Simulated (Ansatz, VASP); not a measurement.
# One calculation of Se, two programs

```xyz
8
Lattice="5.4993 0.0000 0.0000 0.0000 5.4993 0.0000 0.0000 0.0000 5.4993" Properties=species:S:1:pos:R:3 pbc="T T T"
Se    2.7497    2.7497    2.7497
Se    0.0000    0.0000    0.0000
Se    1.3748    0.0000    2.7497
Se    2.7497    1.3748    0.0000
Se    2.7497    4.1245    0.0000
Se    4.1245    0.0000    2.7497
Se    0.0000    2.7497    4.1245
Se    0.0000    2.7497    1.3748
```

Alike in both runs: functional r2SCAN; k mesh 8 × 8 × 8; occupations gaussian, width 0.1 eV; no spin polarisation.

Ansatz relaxed the structure, and its values are those at the end. VASP's run is a single point on that final structure, the one shown.

|  | VASP | Ansatz |
| --- | --- | --- |
| version | VASP 6.6.1 | Ansatz 0.2.0 |
| potentials or method | VASP PAW PBE potentials, release 64 (Se), cutoff 520 eV | scalar-relativistic, plane waves, PAW |
| valence electrons in the cell | 48 | 128 |

```csv
,VASP,Ansatz,Ansatz less VASP
gap on the k mesh at the Fermi level (eV),none,none,-
pressure (GPa),-0.1,0.0,+0.08
```

VASP's potentials were made for PBE, not for r2SCAN. A gap of «none» marks a metal or a gap that the smearing closes. The functional is the same, so the differences come from potentials, cutoffs and numerics. VASP's potentials hold 48 valence electrons a cell and Ansatz's 128, so a difference there can come from the potentials and not from the codes.
